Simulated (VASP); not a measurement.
Write the native input for VASP 6.6.1 that does the following.

- Task: single point
- Functional: PBEsol
- Potentials or basis: VASP PAW PBE potentials, release 64 (Zn, S)
- Cutoff: 520 eV
- k mesh: 6 × 6 × 6
- Occupations: gaussian, width 0.05 eV
- Spin: no spin polarisation
- Dipole correction: no
- Further INCAR settings: ALGO = Normal; EDIFF = 1e-06; NBANDS = 46

The structure of ZnS lies in POSCAR:

```
ZnS
1.0
    5.3565181498      0.0000000000      0.0000000000
    0.0000000000     -5.3565181498      0.0000000000
    0.0000000000      0.0000000000     -5.3565181498
Zn S
4 4
Direct
    0.0247516237      0.0247516237      0.0000000000
    0.5000000000      0.5000000000      0.0000000000
    0.5000000000      0.0000000000      0.5000000000
    0.0000000000      0.5000000000      0.5000000000
    0.7500000000      0.7500000000      0.7500000000
    0.2500000000      0.2500000000      0.7500000000
    0.2500000000      0.7500000000      0.2500000000
    0.7500000000      0.2500000000      0.2500000000
```

This cell differs from its parent crystal: atom 1 (Zn) moved +0.188 Å along Cartesian [1 -1 0].

The input as run:

INCAR

```
PREC = Accurate
ENCUT = 520
EDIFF = 1E-6
ISMEAR = 0
SIGMA = 0.05
LREAL = F
LASPH = T
NELM = 80
ALGO = Normal
ISIF = 2
LWAVE = F
LCHARG = F
GGA = PS
NBANDS = 46
```

KPOINTS

```
Automatic mesh
0
Gamma
  6 6 6
```

Potentials or basis: VASP PAW PBE potentials, release 64 (Zn, S).

Run with:

```sh
$ cat potpaw_PBE.64/Zn/POTCAR potpaw_PBE.64/S/POTCAR > POTCAR
$ mpirun -np 1 vasp_std > vasp.out
```

It gave:

| Item | Value |
| --- | --- |
| Pressure | 0.5 GPa |
| Largest force | 1.475 eV/Å |
| Band gap on the k mesh | 2.04 eV |

Caveat: the cell differs from its parent crystal (atom 1 (Zn) moved +0.188 Å along Cartesian [1 -1 0]); the PAW data sets were made with another functional, which shifts forces and pressure a little.

Run time: 21 min on 1 thread of Intel Xeon 8259CL, with other jobs on the host, peak memory 0.49 GiB.
